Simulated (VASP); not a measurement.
Crystal: SiO2 (Cristobalite).

```
CELL_PARAMETERS angstrom
4.97170 0.00000 0.00000
0.00000 4.97170 0.00000
0.00000 0.00000 6.92230
ATOMIC_POSITIONS crystal
Si 0.30028 0.30028 0.00000
Si 0.19972 0.80028 0.25000
Si 0.69972 0.69972 0.50000
Si 0.80028 0.19972 0.75000
O 0.23920 0.10440 0.17870
O 0.39560 0.73920 0.42870
O 0.76080 0.89560 0.67870
O 0.60440 0.26080 0.92870
O 0.73920 0.39560 0.57130
O 0.89560 0.76080 0.32130
O 0.26080 0.60440 0.07130
O 0.10440 0.23920 0.82130
```

Base run:

* Program: VASP 6.6.1
* Functional: RPBE
* Potentials or basis: VASP PAW PBE potentials, release 64 (Si, O)
* Cutoff: 520 eV
* k mesh: 5 × 5 × 4
* Occupations: fermi-dirac, width 0.02 eV
* Spin: no spin polarisation

Its results: band gap on the k mesh 6.01 eV, direct; pressure 10.2 GPa; largest force 0.576 eV/Å.

**Question.** The run is repeated on the same cell with these changes: functional from RPBE to PBE. What comes out?

**Answer.** Band gap on the k mesh 5.80 eV, direct; pressure 7.8 GPa; largest force 0.463 eV/Å.

PBE binds more tightly than RPBE, so the same cell stands under less pressure.

Caveats: the PAW data sets were made with another functional, which shifts forces and pressure a little (some runs).

A k mesh can miss the band edges.
